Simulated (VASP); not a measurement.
# MgO (Fm-3m) in VASP: settings compared

The runs below take MgO through single point, relaxation of cell and atoms, with PBE, PBEsol+D3(BJ).

Program: VASP 6.6.1. These are calculated values, not measurements. Logs are shortened: lines on timing, memory, paths and dates and some standing lists are left out, and cuts for length are marked.

## 1. The cell of the first run

The structure is cubic, space group Fm-3m (No. 225). The conventional cell has a = 4.254 Å, b = 4.254 Å, c = 4.254 Å, α = 90.00°, β = 90.00°, γ = 90.00°. Within 2.8 Å of Mg (site symmetry m-3m) lie 6 O at 2.13 Å. Within 2.8 Å of O (site symmetry m-3m) lie 6 Mg at 2.13 Å.

## 2. Single point, PBE

Input file INCAR:

```
ALGO = Normal
EDIFF = 1E-6
ENCUT = 520
GGA = PE
ISIF = 2
ISMEAR = -1
LASPH = True
LCHARG = True
LELF = True
LREAL = False
LVHAR = True
LWAVE = False
NBANDS = 11
NELM = 100
PREC = Accurate
SIGMA = 0.05
```

Input file KPOINTS:

```
k-points
0
Gamma
  11 11 11
```

Input file POSCAR:

```
MgO
1.0
    0.0000000000      2.1271840985      2.1271840985
    2.1271840985      0.0000000000      2.1271840985
    2.1271840985      2.1271840985      0.0000000000
Mg O
1 1
Direct
    0.0000000000      0.0000000000      0.0000000000
    0.5000000000      0.5000000000      0.5000000000
```

Potentials or basis: VASP PAW PBE potentials, release 64 (Mg, O).

Started as:

```
$ cat potpaw_PBE.64/Mg/POTCAR potpaw_PBE.64/O/POTCAR > POTCAR
$ mpirun -np 1 vasp_std > vasp.out
```

OUTCAR:

```text
EDIFF = 1E-6
   ENCUT = 520
   GGA = PE
   ISIF = 2
   ISMEAR = -1
   LASPH = True
   LREAL = False
   NELM = 100
   PREC = Accurate

 ion  position               nearest neighbor table
   1  0.000  0.000  0.000-   2 2.13   2 2.13   2 2.13   2 2.13   2 2.13   2 2.13
   2  0.500  0.500  0.500-   1 2.13   1 2.13   1 2.13   1 2.13   1 2.13   1 2.13

  LATTYP: Found a face centered cubic cell.
 ALAT       =     4.2543681970

  Lattice vectors:

 A1 = (   0.0000000000,   2.1271840985,   2.1271840985)
 A2 = (   2.1271840985,   0.0000000000,   2.1271840985)
 A3 = (   2.1271840985,   2.1271840985,   0.0000000000)

Analysis of symmetry for initial positions (statically):
=====================================================================
 Subroutine PRICEL returns:
 Original cell was already a primitive cell.

 Routine SETGRP: Setting up the symmetry group for a
 face centered cubic supercell.

 Subroutine GETGRP returns: Found 48 space group operations
 (whereof 48 operations were pure point group operations)
 out of a pool of 48 trial point group operations.

The static configuration has the point symmetry O_h .

Analysis of symmetry for dynamics (positions and initial velocities):
=====================================================================
 Subroutine PRICEL returns:
 Original cell was already a primitive cell.

 Routine SETGRP: Setting up the symmetry group for a
 face centered cubic supercell.

 Subroutine GETGRP returns: Found 48 space group operations
 (whereof 48 operations were pure point group operations)
 out of a pool of 48 trial point group operations.

The dynamic configuration has the point symmetry O_h .

 Subroutine INISYM returns: Found 48 space group operations
 (whereof 48 operations are pure point group operations),
 and found     1 'primitive' translations

----------------------------------------------------------------------------------------

                                     Primitive cell

  volume of cell :      19.2506

  direct lattice vectors                    reciprocal lattice vectors
     0.000000000  2.127184098  2.127184098    -0.235052528  0.235052528  0.235052528
     2.127184098  0.000000000  2.127184098     0.235052528 -0.235052528  0.235052528
     2.127184098  2.127184098  0.000000000     0.235052528  0.235052528 -0.235052528

  length of vectors
     3.008292602  3.008292602  3.008292602     0.407122921  0.407122921  0.407122921

  position of ions in fractional coordinates (direct lattice)
     0.000000000  0.000000000  0.000000000
     0.500000000  0.500000000  0.500000000

  ion indices of the primitive-cell ions
   primitive index   ion index
                 1           1
                 2           2

----------------------------------------------------------------------------------------

 KPOINTS: k-points

Automatic generation of k-mesh.
 Grid dimensions read from file:
 generate k-points for:   11   11   11

 Generating k-lattice:

  Cartesian coordinates                     Fractional coordinates (reciprocal lattice)
    -0.021368412  0.021368412  0.021368412     0.090909091  0.000000000  0.000000000
     0.021368412 -0.021368412  0.021368412     0.000000000  0.090909091  0.000000000
     0.021368412  0.021368412 -0.021368412     0.000000000  0.000000000  0.090909091

  Length of vectors
     0.037011175  0.037011175  0.037011175

  Shift w.r.t. Gamma in fractional coordinates (k-lattice)
     0.000000000  0.000000000  0.000000000

 Subroutine IBZKPT returns following result:
 ===========================================

 Found     56 irreducible k-points:

 Following reciprocal coordinates:
            Coordinates               Weight
  0.000000  0.000000  0.000000      1.000000
  0.090909  0.000000  0.000000      8.000000
  0.181818  0.000000  0.000000      8.000000
  0.272727  0.000000  0.000000      8.000000
  0.363636  0.000000  0.000000      8.000000
  0.454545  0.000000  0.000000      8.000000
[... 16 lines left out ...]
 -0.272727  0.181818  0.000000     24.000000
 -0.181818  0.181818  0.000000     12.000000
 [... further k-points ...]
   k-points           NKPTS =     56   k-points in BZ     NKDIM =     56   number of bands    NBANDS=     11
   number of dos      NEDOS =    301   number of ions     NIONS =      2
   total plane-waves  NPLWV =  13824
   dimension x,y,z NGX =    24 NGY =   24 NGZ =   24
   dimension x,y,z NGXF=    48 NGYF=   48 NGZF=   48
   ions per type =               1   1
   NGX,Y,Z   is equivalent  to a cutoff of  13.26, 13.26, 13.26 a.u.
   NGXF,Y,Z  is equivalent  to a cutoff of  26.53, 26.53, 26.53 a.u.
 SYSTEM =  unknown system
   PREC   = accura    normal or accurate (medium, high low for compatibility)
   ISTART =      0    job   : 0-new  1-cont  2-samecut
   ICHARG =      2    charge: 1-file 2-atom 10-const
   ISPIN  =      1    spin polarized calculation?
   LNONCOLLINEAR =      F non collinear calculations
   LSORBIT =      F    spin-orbit coupling
   LASPH  =      T    aspherical Exc in radial PAW
   ENCUT  =  520.0 eV  38.22 Ry    6.18 a.u.   5.59  5.59  5.59*2*pi/ulx,y,z
   NELM   =    100;   NELMIN=  2; NELMDL= -5     # of ELM steps
   EDIFF  = 0.1E-05   stopping-criterion for ELM
   LREAL  =      F    real-space projection
   EDIFFG = 0.1E-04   stopping-criterion for IOM
   NSW    =      0    number of steps for IOM
   IBRION =     -1    ionic relax: 0-MD 1-quasi-New 2-CG
   NFREE  =      0    steps in history (QN), initial steepest desc. (CG)
   ISIF   =      2    stress and relaxation
   ISYM   =      2    0-nonsym 1-usesym 2-fastsym
   POTIM  = 0.5000    time-step for ionic-motion
   TEBEG  =    0.0;   TEEND  =   0.0 temperature during run
   PSTRESS=    0.0 pullay stress
   NELECT =       8.0000    total number of electrons
   NUPDOWN=      -1.0000    fix difference up-down
   EMIN   =  10.00;   EMAX   =-10.00  energy-range for DOS
   EFERMI =   0.00;   METHOD = LEGACY
   ISMEAR =    -1;   SIGMA  =   0.05  broadening in eV -4-tet -1-fermi 0-gaus
   EFERMI_NEDOS =   21; number of points for ismear=-14 and -15
   IALGO  =     38    algorithm
   IMIX   =      4    mixing-type and parameters
     AMIX     =   0.40;   BMIX     =  1.00
     AMIX_MAG =   1.60;   BMIX_MAG =  1.00
  volume/ion in A,a.u.               =       9.63        64.95
  Fermi-wavevector in a.u.,A,eV,Ry     =   1.221677  2.308635 20.306625  1.492495
  Thomas-Fermi vector in A             =   2.356851
   LORBIT       =      0    0 simple, 1 ext, 2 COOP (PROOUT), +10 PAW based schemes
   GGA     = PE    functional components
   LHFCALC =     F    Hartree Fock is set to
   AEXX    =    0.0000 exact exchange contribution
   IVDW    =     0    specifies the selected vdW correction
   LEPSILON=     F    determine dielectric tensor
   LRPA    =     F    only Hartree local field effects (RPA)
 non-spin polarized calculation
  energy-cutoff  :      520.00
  volume of cell :       19.25
 maximum number of plane-waves:       534
   NGX = 11   NGY = 11   NGZ = 11

 number of electron       8.0000004 magnetization

 Free energy of the ion-electron system (eV)
  ---------------------------------------------------
  ext. energy  EPLUGINS =         0.00000000
  ---------------------------------------------------
  free energy    TOTEN  =       -11.91168385 eV

  energy without entropy =      -11.91168385  energy(sigma->0) =      -11.91168385

 E-fermi :   4.0559     XC(G=0): -10.9375

 val. band max:        2.9656424223   @ k =   0.0000   0.0000   0.0000
 cond. band min:       7.4057237674   @ k =   0.0000   0.0000   0.0000
 fundamental gap:      4.4400813450
 Fermi energy:         4.0559252529

 k-point     1 :       0.0000    0.0000    0.0000
  band No.  band energies     occupation
      1     -14.1469      2.00000
      2       2.9656      2.00000
      3       2.9656      2.00000
      4       2.9656      2.00000
      5       7.4057      0.00000
      6      18.5951      0.00000
      7      18.5951      0.00000
      8      18.5951      0.00000
      9      22.4336      0.00000
     10      24.1733      0.00000
     11      24.1733      0.00000

 k-point     2 :       0.0909    0.0000    0.0000
  band No.  band energies     occupation
      1     -14.0638      2.00000
      2       2.4189      2.00000
      3       2.9123      2.00000
      4       2.9123      2.00000
      5       7.9413      0.00000
      6      17.5119      0.00000
      7      18.7866      0.00000
      8      18.7866      0.00000
      9      23.4951      0.00000
     10      23.4951      0.00000
     11      23.8366      0.00000

 k-point     3 :       0.1818    0.0000    0.0000
  band No.  band energies     occupation
      1     -13.8316      2.00000
      2       1.2745      2.00000
      3       2.7731      2.00000
      4       2.7731      2.00000
      5       9.0187      0.00000
      6      16.0618      0.00000
      7      19.1997      0.00000
      8      19.1997      0.00000
      9      22.7588      0.00000
     10      22.7588      0.00000
     11      24.8046      0.00000

 k-point     4 :       0.2727    0.0000    0.0000
  band No.  band energies     occupation
      1     -13.5047      2.00000
      2       0.0751      2.00000
      3       2.5986      2.00000
      4       2.5986      2.00000
      5       9.9911      0.00000
      6      15.2038      0.00000
      7      19.3662      0.00000
      8      19.3662      0.00000
      9      22.9111      0.00000
     10      22.9111      0.00000
     11      24.3128      0.00000

 k-point     5 :       0.3636    0.0000    0.0000
  band No.  band energies     occupation
      1     -13.1766      2.00000
      2      -0.8988      2.00000
      3       2.4452      2.00000
      4       2.4452      2.00000
      5      10.5162      0.00000
      6      15.0423      0.00000
      7      19.1766      0.00000
      8      19.1766      0.00000
      9      23.7563      0.00000
     10      23.9214      0.00000
     11      23.9214      0.00000
[... 211 lines left out ...]
 k-point    21 :      -0.4545    0.1818    0.0000
  band No.  band energies     occupation
      1     -12.8327      2.00000
      2      -1.0869      2.00000
      3       1.3679      2.00000
      4       2.1531      2.00000
      5      11.9555      0.00000
      6      14.9468      0.00000
      7      16.6085      0.00000
      8      19.6668      0.00000
      9      22.6455      0.00000
     10      25.7107      0.00000
     11      27.1411      0.00000

 k-point    22 :      -0.3636    0.1818    0.0000
  band No.  band energies     occupation
      1     -12.8963      2.00000
      2      -0.9293      2.00000
      3       1.2976      2.00000
      4       2.2642      2.00000
      5      11.9523      0.00000
      6      14.8938      0.00000
      7      16.7313      0.00000
      8      19.7088      0.00000
      9      23.4293      0.00000
     10      24.1008      0.00000
     11      27.0517      0.00000

 k-point    23 :      -0.2727    0.1818    0.0000
  band No.  band energies     occupation
      1     -13.1168      2.00000
      2      -0.4501      2.00000
      3       1.4692      2.00000
      4       2.4347      2.00000
      5      11.5905      0.00000
      6      14.6615      0.00000
      7      17.2797      0.00000
      8      20.0066      0.00000
      9      22.2758      0.00000
     10      23.9622      0.00000
     11      27.1604      0.00000

 k-point    24 :      -0.1818    0.1818    0.0000
  band No.  band energies     occupation
      1     -13.4066      2.00000
      2       0.1706      2.00000
      3       1.8934      2.00000
      4       2.6145      2.00000
      5      10.7113      0.00000
      6      14.8567      0.00000
      7      18.1094      0.00000
      8      20.5888      0.00000
      9      20.7640      0.00000
     10      23.8838      0.00000
     11      26.9783      0.00000

 [... further k-points ...]

------------------------ aborting loop because EDIFF is reached ----------------------------------------

  FORCE on cell =-STRESS in cart. coord.  units (eV):
  Direction    XX          YY          ZZ          XY          YZ          ZX
  --------------------------------------------------------------------------------------
  -------------------------------------------------------------------------------------
  Total       -0.0972173     -0.0972173     -0.0972173      0.0000000      0.0000000      0.0000000
  in kB       -8.0911248     -8.0911248     -8.0911248      0.0000000      0.0000000      0.0000000
  external PRESSURE =      -8.0911248 kB  Pullay stress =       0.0000000 kB

 VOLUME and BASIS-vectors are now :
 -----------------------------------------------------------------------------
  energy-cutoff  :      520.00
  volume of cell :       19.25
      direct lattice vectors                 reciprocal lattice vectors
     0.000000000  2.127184098  2.127184098    -0.235052528  0.235052528  0.235052528
     2.127184098  0.000000000  2.127184098     0.235052528 -0.235052528  0.235052528
     2.127184098  2.127184098  0.000000000     0.235052528  0.235052528 -0.235052528

 POSITION                                       TOTAL-FORCE (eV/Angst)
 -----------------------------------------------------------------------------------
      0.00000      0.00000      0.00000         0.000000     -0.000000     -0.000000
      2.12718      2.12718      2.12718        -0.000000      0.000000      0.000000
 -----------------------------------------------------------------------------------
    total drift:                               -0.000000     -0.000000      0.000000

  FREE ENERGIE OF THE ION-ELECTRON SYSTEM (eV)
  ---------------------------------------------------
  free  energy   TOTEN  =       -11.9116838499 eV

  energy  without entropy=      -11.9116838499  energy(sigma->0) =      -11.91168385
```

It took 6.3 s on 1 thread of Intel Xeon 6975P-C, shared host; peak memory 0.15 GiB.

What came out:

```yaml
Free_energy: -11.9117 eV
Pressure: -0.8 GPa
Band_gap_on_the_k_mesh: 4.44 eV, direct
```

(Part 1 of 2 ends here.)
